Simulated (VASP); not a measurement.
# Te6Mo3H (a cell with a defect) in VASP: a series of runs

Runs on Te6Mo3H (a cell with a defect). Level: PBEsol+D3(BJ). Tasks: single point.

All numbers are computed with VASP 6.6.1; they aren't measurements. Logs are shortened: lines on timing, memory, paths and dates and some standing lists are left out, and cuts for length are marked.

### 1 The cell of the first run

The cell holds a defect, 10 atoms: a = 3.433 Å, b = 3.433 Å, c = 20.770 Å, α = 90.00°, β = 90.00°, γ = 120.00°.

### 2 Single point, PBEsol+D3(BJ)

Contents of INCAR:

```
ALGO = Normal
EDIFF = 1E-6
ENCUT = 400
GGA = PS
GGA_COMPAT = F
ISIF = 2
ISMEAR = 0
IVDW = 12
LASPH = T
LCHARG = F
LREAL = F
LWAVE = F
NBANDS = 50
NELM = 120
PREC = Accurate
SIGMA = 0.05
```

Contents of KPOINTS:

```
k-points
0
Gamma
  9 9 2
```

Contents of POSCAR:

```
Te6Mo3H
1.0
    3.4334348991      0.0000000000      0.0000000000
   -1.7167174496      2.9734418449      0.0000000000
    0.0000000000      0.0000000000     20.7704276327
Te Mo H
6 3 1
Direct
    0.0000000000      0.0000000000      0.9125759158
    0.3333333333      0.6666666667      0.5917813750
    0.3333333333      0.6666666667      0.2333059430
    0.3333333333      0.6666666667      0.7666940570
    0.3333333333      0.6666666667      0.4082186250
    0.0000000000      0.0000000000      0.0874240842
    0.0000000000      0.0000000000      0.6791506171
    0.0000000000      0.0000000000      0.3208493829
    0.3333333333      0.6666666667      0.0000000000
    0.3226901485      0.3488450742      0.1273436355
```

Potentials or basis: VASP PAW PBE potentials, release 64 (Te, Mo_sv, H).

The run is started by

```
$ cat potpaw_PBE.64/Te/POTCAR potpaw_PBE.64/Mo_sv/POTCAR potpaw_PBE.64/H/POTCAR > POTCAR
$ mpirun -np 1 vasp_std > vasp.out
```

OUTCAR:

```text
EDIFF = 1E-6
   ENCUT = 400
   GGA = PS
   ISIF = 2
   ISMEAR = 0
   IVDW = 12
   LASPH = T
   LREAL = F
   NELM = 120
   PREC = Accurate
 IVDW          = 12

 ion  position               nearest neighbor table
   1  0.000  0.000  0.913-   9 2.69   9 2.69   9 2.69   4 3.62   4 3.62   4 3.62   6 3.63
   2  0.333  0.667  0.592-   7 2.69   7 2.69   7 2.69   4 3.63
   3  0.333  0.667  0.233-   8 2.69   8 2.69   8 2.69   6 3.62   6 3.62   6 3.62   5 3.63
   4  0.333  0.667  0.767-   7 2.69   7 2.69   7 2.69   1 3.62   1 3.62   1 3.62   2 3.63
   5  0.333  0.667  0.408-   8 2.69   8 2.69   8 2.69   3 3.63
   6  0.000  0.000  0.087-  10 1.42   9 2.69   9 2.69   9 2.69   3 3.62   3 3.62   3 3.62   1 3.63

   7  0.000  0.000  0.679-   2 2.69   2 2.69   2 2.69   4 2.69   4 2.69   4 2.69
   8  0.000  0.000  0.321-   5 2.69   5 2.69   5 2.69   3 2.69   3 2.69   3 2.69
   9  0.333  0.667  0.000-   1 2.69   6 2.69   1 2.69   6 2.69   1 2.69   6 2.69
  10  0.323  0.349  0.127-   6 1.42

  LATTYP: Found a hexagonal cell.
 ALAT       =     3.4334348991
 C/A-ratio  =     6.0494601596

  Lattice vectors:

 A1 = (   3.4334348991,   0.0000000000,   0.0000000000)
 A2 = (  -1.7167174496,   2.9734418449,   0.0000000000)
 A3 = (   0.0000000000,   0.0000000000,  20.7704276327)

Analysis of symmetry for initial positions (statically):
=====================================================================
 Subroutine PRICEL returns:
 Original cell was already a primitive cell.

 Routine SETGRP: Setting up the symmetry group for a
 hexagonal supercell.

 Subroutine GETGRP returns: Found  1 space group operations
 (whereof  1 operations were pure point group operations)
 out of a pool of 24 trial point group operations.

The static configuration has the point symmetry C_1 .

Analysis of symmetry for dynamics (positions and initial velocities):
=====================================================================
 Subroutine PRICEL returns:
 Original cell was already a primitive cell.

 Routine SETGRP: Setting up the symmetry group for a
 hexagonal supercell.

 Subroutine GETGRP returns: Found  1 space group operations
 (whereof  1 operations were pure point group operations)
 out of a pool of 24 trial point group operations.

The dynamic configuration has the point symmetry C_1 .

 Subroutine INISYM returns: Found  1 space group operations
 (whereof  1 operations are pure point group operations),
 and found     1 'primitive' translations

----------------------------------------------------------------------------------------

                                     Primitive cell

  volume of cell :     212.0478

  direct lattice vectors                    reciprocal lattice vectors
     3.433434899  0.000000000  0.000000000     0.291253520  0.168155298  0.000000000
    -1.716717450  2.973441845  0.000000000     0.000000000  0.336310596  0.000000000
     0.000000000  0.000000000 20.770427633     0.000000000  0.000000000  0.048145374

  length of vectors
     3.433434899  3.433434899 20.770427633     0.336310596  0.336310596  0.048145374

  position of ions in fractional coordinates (direct lattice)
     0.000000000  0.000000000  0.912575916
     0.333333333  0.666666667  0.591781375
     0.333333333  0.666666667  0.233305943
     0.333333333  0.666666667  0.766694057
     0.333333333  0.666666667  0.408218625
     0.000000000  0.000000000  0.087424084
     0.000000000  0.000000000  0.679150617
     0.000000000  0.000000000  0.320849383
     0.333333333  0.666666667  0.000000000
     0.322690149  0.348845074  0.127343635

  ion indices of the primitive-cell ions
   primitive index   ion index
                 1           1
                 2           2
                 3           3
                 4           4
                 5           5
                 6           6
                 7           7
                 8           8
                 9           9
                10          10

----------------------------------------------------------------------------------------

 KPOINTS: k-points

Automatic generation of k-mesh.
 Grid dimensions read from file:
 generate k-points for:    9    9    2

 Generating k-lattice:

  Cartesian coordinates                     Fractional coordinates (reciprocal lattice)
     0.032361502  0.018683922  0.000000000     0.111111111  0.000000000  0.000000000
     0.000000000  0.037367844  0.000000000     0.000000000  0.111111111  0.000000000
     0.000000000  0.000000000  0.024072687     0.000000000  0.000000000  0.500000000

  Length of vectors
     0.037367844  0.037367844  0.024072687

  Shift w.r.t. Gamma in fractional coordinates (k-lattice)
     0.000000000  0.000000000  0.000000000

 Subroutine IBZKPT returns following result:
 ===========================================

 Found     82 irreducible k-points:

 Following reciprocal coordinates:
            Coordinates               Weight
  0.000000  0.000000  0.000000      1.000000
  0.111111  0.000000  0.000000      2.000000
  0.000000  0.111111  0.000000      2.000000
 -0.111111  0.111111  0.000000      2.000000
  0.222222 -0.000000  0.000000      2.000000
  0.000000  0.222222  0.000000      2.000000
[... 16 lines left out ...]
  0.333333  0.111111  0.000000      2.000000
 -0.111111  0.444444  0.000000      2.000000
 [... further k-points ...]
   k-points           NKPTS =     82   k-points in BZ     NKDIM =     82   number of bands    NBANDS=     50
   number of dos      NEDOS =    301   number of ions     NIONS =     10
   total plane-waves  NPLWV =  80640
   dimension x,y,z NGX =    24 NGY =   24 NGZ =  140
   dimension x,y,z NGXF=    48 NGYF=   48 NGZF=  280
   ions per type =               6   3   1
   NGX,Y,Z   is equivalent  to a cutoff of  11.62, 11.62, 11.21 a.u.
   NGXF,Y,Z  is equivalent  to a cutoff of  23.24, 23.24, 22.41 a.u.
 SYSTEM =  unknown system
   PREC   = accura    normal or accurate (medium, high low for compatibility)
   ISTART =      0    job   : 0-new  1-cont  2-samecut
   ICHARG =      2    charge: 1-file 2-atom 10-const
   ISPIN  =      1    spin polarized calculation?
   LNONCOLLINEAR =      F non collinear calculations
   LSORBIT =      F    spin-orbit coupling
   LASPH  =      T    aspherical Exc in radial PAW
   ENCUT  =  400.0 eV  29.40 Ry    5.42 a.u.   5.60  5.60 33.87*2*pi/ulx,y,z
   NELM   =    120;   NELMIN=  2; NELMDL= -5     # of ELM steps
   EDIFF  = 0.1E-05   stopping-criterion for ELM
   LREAL  =      F    real-space projection
   EDIFFG = 0.1E-04   stopping-criterion for IOM
   NSW    =      0    number of steps for IOM
   IBRION =     -1    ionic relax: 0-MD 1-quasi-New 2-CG
   NFREE  =      0    steps in history (QN), initial steepest desc. (CG)
   ISIF   =      2    stress and relaxation
   ISYM   =      2    0-nonsym 1-usesym 2-fastsym
   POTIM  = 0.5000    time-step for ionic-motion
   TEBEG  =    0.0;   TEEND  =   0.0 temperature during run
   PSTRESS=    0.0 pullay stress
   NELECT =      79.0000    total number of electrons
   NUPDOWN=      -1.0000    fix difference up-down
   EMIN   =  10.00;   EMAX   =-10.00  energy-range for DOS
   EFERMI =   0.00;   METHOD = LEGACY
   ISMEAR =     0;   SIGMA  =   0.05  broadening in eV -4-tet -1-fermi 0-gaus
   EFERMI_NEDOS =   21; number of points for ismear=-14 and -15
   IALGO  =     38    algorithm
   IMIX   =      4    mixing-type and parameters
     AMIX     =   0.40;   BMIX     =  1.00
     AMIX_MAG =   1.60;   BMIX_MAG =  1.00
  volume/ion in A,a.u.               =      21.20       143.10
  Fermi-wavevector in a.u.,A,eV,Ry     =   1.177984  2.226066 18.880066  1.387646
  Thomas-Fermi vector in A             =   2.314321
   LORBIT       =      0    0 simple, 1 ext, 2 COOP (PROOUT), +10 PAW based schemes
   GGA     = PS    functional components
   LHFCALC =     F    Hartree Fock is set to
   AEXX    =    0.0000 exact exchange contribution
   IVDW    =    12    specifies the selected vdW correction
   LEPSILON=     F    determine dielectric tensor
   LRPA    =     F    only Hartree local field effects (RPA)
 non-spin polarized calculation
 Gauss-broadening in eV      SIGMA  =   0.05
  energy-cutoff  :      400.00
  volume of cell :      212.05
 maximum number of plane-waves:      3908
   NGX = 11   NGY = 11   NGZ = 67

 number of electron      78.9999990 magnetization

 Free energy of the ion-electron system (eV)
  ---------------------------------------------------
  ext. energy  EPLUGINS =         0.00000000
  ---------------------------------------------------
  free energy    TOTEN  =       -59.19205949 eV

  energy without entropy =      -59.18790567  energy(sigma->0) =      -59.18998258

 E-fermi :   9.6022     XC(G=0): -10.9118

 val. band max:        9.5891363280   @ k =   0.1111   0.0000   0.0000
 cond. band min:       9.6102135914   @ k =  -0.3333  -0.4444   0.5000
 fundamental gap:      0.0210772633
 Fermi energy:         9.6021957938

 k-point     1 :       0.0000    0.0000    0.0000
  band No.  band energies     occupation
      1     -51.6953      2.00000
      2     -51.6668      2.00000
      3     -51.6013      2.00000
      4     -25.9624      2.00000
      5     -25.9492      2.00000
      6     -25.8569      2.00000
[... 42 lines left out ...]
     49      12.5169      0.00000
     50      12.6624      0.00000

 k-point     2 :       0.1111    0.0000    0.0000
  band No.  band energies     occupation
      1     -51.6937      2.00000
      2     -51.6651      2.00000
      3     -51.5997      2.00000
      4     -25.9579      2.00000
      5     -25.9449      2.00000
      6     -25.8523      2.00000
[... 1158 lines left out ...]
 k-point    24 :      -0.1111    0.4444    0.0000
  band No.  band energies     occupation
      1     -51.6825      2.00000
      2     -51.6537      2.00000
      3     -51.5884      2.00000
      4     -25.9417      2.00000
      5     -25.9273      2.00000
      6     -25.8955      2.00000
[... 42 lines left out ...]
     49      12.0138      0.00000
     50      12.2656      0.00000

 [... further k-points ...]

------------------------ aborting loop because EDIFF is reached ----------------------------------------

 Edisp (eV)   -5.04422

 E8    (eV) :    -3.4319

  FORCE on cell =-STRESS in cart. coord.  units (eV):
  Direction    XX          YY          ZZ          XY          YZ          ZX
  --------------------------------------------------------------------------------------
  -------------------------------------------------------------------------------------
  Total       2.66154     6.35924     6.61229     3.28105     4.60406     3.27156
  in kB      20.10990    48.04872    49.96070    24.79072    34.78706    24.71907
  external pressure =       39.37 kB  Pullay stress =        0.00 kB

 VOLUME and BASIS-vectors are now :
 -----------------------------------------------------------------------------
  energy-cutoff  :      400.00
  volume of cell :      212.05
      direct lattice vectors                 reciprocal lattice vectors
     3.433434899  0.000000000  0.000000000     0.291253520  0.168155298  0.000000000
    -1.716717450  2.973441845  0.000000000     0.000000000  0.336310596  0.000000000
     0.000000000  0.000000000 20.770427633     0.000000000  0.000000000  0.048145374

 POSITION                                       TOTAL-FORCE (eV/Angst)
 -----------------------------------------------------------------------------------
      0.00000      0.00000     18.95459        -0.082388     -0.025912     -0.132534
     -0.00000      1.98229     12.29155         0.002431      0.001221     -0.054073
     -0.00000      1.98229      4.84586        -0.079710      0.206136      0.183153
     -0.00000      1.98229     15.92456        -0.002154     -0.000301      0.048796
     -0.00000      1.98229      8.47888         0.005375      0.008219      0.093487
      0.00000      0.00000      1.81584        -2.443931     -5.836331     -4.017381
      0.00000      0.00000     14.10625        -0.000982     -0.005031      0.010712
      0.00000      0.00000      6.66418        -0.045374      0.013690     -0.106658
     -0.00000      1.98229      0.00000        -0.457450      0.352918     -0.959944
      0.50907      1.03727      2.64498         3.104184      5.285392      4.934441
 -----------------------------------------------------------------------------------
    total drift:                               -0.000024      0.000214     -0.000302

  FREE ENERGIE OF THE ION-ELECTRON SYSTEM (eV)
  ---------------------------------------------------
  free  energy   TOTEN  =       -64.2362748406 eV

  energy  without entropy=      -64.2321210212  energy(sigma->0) =      -64.23419793
```

It took 5.4 min on 1 thread of Intel Xeon 6975P-C (Granite Rapids), shared host; peak memory 0.58 GiB.

What came out:

| Quantity | Value |
| --- | --- |
| Free energy | -64.2363 eV |
| Pressure | 3.9 GPa |
| Largest force | 7.869 eV/Å |
| Band gap on the k mesh | zero (an odd number of electrons rules out a gap without spin polarisation) |
| Dispersion energy per atom | -0.504 eV |

Forces in eV/Å, atoms in the order of the input:
```
Te  -0.082 -0.026 -0.133
Te   0.002  0.001 -0.054
Te  -0.080  0.206  0.183
Te  -0.002  0.000  0.049
Te   0.005  0.008  0.093
Te  -2.444 -5.836 -4.017
Mo  -0.001 -0.005  0.011
Mo  -0.045  0.014 -0.107
Mo  -0.457  0.353 -0.960
H    3.104  5.285  4.934
```

Caveat: the PAW data sets were made with another functional, which shifts forces and pressure a little; spin-orbit coupling is left out, which moves the levels of the heavy elements.

### 3 Single point, PBEsol+D3(BJ)

Contents of INCAR:

```
SYSTEM = Te6Mo3H
PREC = Accurate
ENCUT = 400
EDIFF = 1E-6
ISMEAR = 0
SIGMA = 0.05
LREAL = .False.
LASPH = .True.
NELM = 120
ALGO = Normal
ISIF = 2
LWAVE = .False.
LCHARG = .True.
GGA = PS
IVDW = 12
LELF = .True.
LVHAR = .True.
NBANDS = 50
GGA_COMPAT = .False.
```

Contents of KPOINTS:

```
regular mesh
0
Gamma
  9 9 2
  0 0 0
```

POSCAR: that of step 2 with these lines changed.

```diff
@@ -17,2 +17,2 @@
     0.3333333333      0.6666666667      0.0000000000
-    0.3226901485      0.3488450742      0.1273436355
+    0.0726901485      0.3488450742      0.3773436355
```

Potentials or basis: VASP PAW PBE potentials, release 64 (Te, Mo_sv, H).

The run is started by

```
$ cat potpaw_PBE.64/Te/POTCAR potpaw_PBE.64/Mo_sv/POTCAR potpaw_PBE.64/H/POTCAR > POTCAR
$ mpirun -np 1 vasp_std > vasp.out
```

Run time: 7.2 min. Hardware: 1 thread of Intel Xeon 6975P-C (Granite Rapids), shared host; peak memory 0.6 GiB.

Results (log left out):

```yaml
Free_energy: -59.9344 eV
Pressure: 10.1 GPa
Largest_force: 25.258 eV/Å
Band_gap_on_the_k_mesh: zero (an odd number of electrons rules out a gap without spin polarisation)
Dispersion_energy_per_atom: -0.503 eV
```

Forces in eV/Å, atoms in the order of the input:
```
Te    0.000   0.000  -0.043
Te    0.000   0.010  -0.089
Te    0.080  -0.031  -0.661
Te    0.000  -0.001   0.040
Te    7.214  19.395  14.483
Te   -0.002  -0.001   0.051
Mo    0.001   0.004  -0.013
Mo    0.278  -1.947  -3.036
Mo   -0.002   0.000   0.002
H    -7.569 -17.428 -10.734
```

Stress tensor (GPa, compression positive):
```
 2.74  4.56  3.10
 4.56 16.84 11.25
 3.10 11.25 10.81
```

Levels at points of the mesh, in eV from the Fermi level:
```csv
k point,band 36,band 37,band 38,band 39,band 40,band 41,band 42,band 43
"(0.00, 0.00, 0.00)",-1.47,-1.47,-0.70,-0.41,0.59,1.63,2.19,2.29
"(0.00, 0.00, 0.50)",-1.47,-1.47,-0.70,-0.41,0.59,1.63,2.19,2.29
```

Caveat: the PAW data sets were made with another functional, which shifts forces and pressure a little; spin-orbit coupling is left out, which moves the levels of the heavy elements.

### 4 Single point, PBEsol+D3(BJ)

INCAR is that of step 3.

Contents of KPOINTS:

```
Automatic mesh
0
Gamma
  9 9 2
  0 0 0
```

Contents of POSCAR:

```
Te6Mo3H
1.0
    3.4334342720      0.0000000000      0.0000000000
   -1.7167171360      2.9734413017      0.0000000000
    0.0000000000      0.0000000000     20.7704294686
Te Mo H
6 3 1
Direct
    0.0000000000      0.0000000000      0.9125759363
    0.3333333333      0.6666666667      0.5917818730
    0.3333333333      0.6666666667      0.2333053354
    0.3333333333      0.6666666667      0.7666946646
    0.3333333333      0.6666666667      0.4082181270
    0.0000000000      0.0000000000      0.0874240637
    0.0000000000      0.0000000000      0.6791511892
    0.0000000000      0.0000000000      0.3208488108
    0.3333333333      0.6666666667      0.0000000000
   -0.4689764967     -0.1928215817      0.9190103014
```

The run is started by

```
$ cat potpaw_PBE.64/Te/POTCAR potpaw_PBE.64/Mo_sv/POTCAR potpaw_PBE.64/H/POTCAR > POTCAR
$ mpirun -np 1 vasp_std > vasp.out
```

Run time: 6.2 min. Hardware: 1 thread of Intel Xeon 6975P-C (Granite Rapids), shared host; peak memory 0.58 GiB.

The run converged. Its results:

```yaml
Free_energy: -63.6314 eV
Pressure: 5.8 GPa
Largest_force: 9.700 eV/Å
Band_gap_on_the_k_mesh: zero (an odd number of electrons rules out a gap without spin polarisation)
Dispersion_energy_per_atom: -0.504 eV
```

Forces in eV/Å, atoms in the order of the input:
```
Te   8.523  4.056 -2.237
Te   0.000  0.001 -0.064
Te   0.003  0.000 -0.054
Te   0.013  0.011  0.038
Te  -0.001 -0.001  0.047
Te   0.006 -0.030  0.562
Mo   0.004  0.004  0.068
Mo   0.000  0.003  0.003
Mo  -0.676 -0.455  1.133
H   -7.873 -3.590  0.506
```

Stress tensor (GPa, compression positive):
```
10.97  3.94 -1.74
 3.94  3.48 -1.10
-1.74 -1.10  2.90
```

Levels at points of the mesh, in eV from the Fermi level:
| k point | band 36 | band 37 | band 38 | band 39 | band 40 | band 41 | band 42 | band 43 |
| --- | --- | --- | --- | --- | --- | --- | --- | --- |
| (0.00, 0.00, 0.00) | -1.52 | -1.35 | -1.06 | -0.72 | 0.21 | 1.63 | 2.14 | 2.26 |
| (0.00, 0.00, 0.50) | -1.52 | -1.41 | -0.99 | -0.73 | 0.21 | 1.63 | 2.14 | 2.26 |

Caveat: the PAW data sets were made with another functional, which shifts forces and pressure a little; spin-orbit coupling is left out, which moves the levels of the heavy elements.

### 5 The runs side by side

```tsv
cell	gap on the mesh (eV)	pressure (GPa)	largest force (eV/Å)
as given, atomic positions A	none	3.9	7.87
as given, atomic positions B	none	10.1	25.26
as given, atomic positions C	none	5.8	9.70
```

Alike in all rows: task single point; level PBEsol+D3(BJ); potentials or basis VASP PAW PBE potentials, release 64 (Te, Mo_sv, H); no spin polarisation; k mesh 9 × 9 × 2; cutoff (eV) 400; smearing gaussian 0.05 eV.

Caveats: the PAW data sets were made with another functional, which shifts forces and pressure a little; spin-orbit coupling is left out, which moves the levels of the heavy elements.

Total energies depend on the potentials used, so only differences within one code and one set of settings carry meaning.
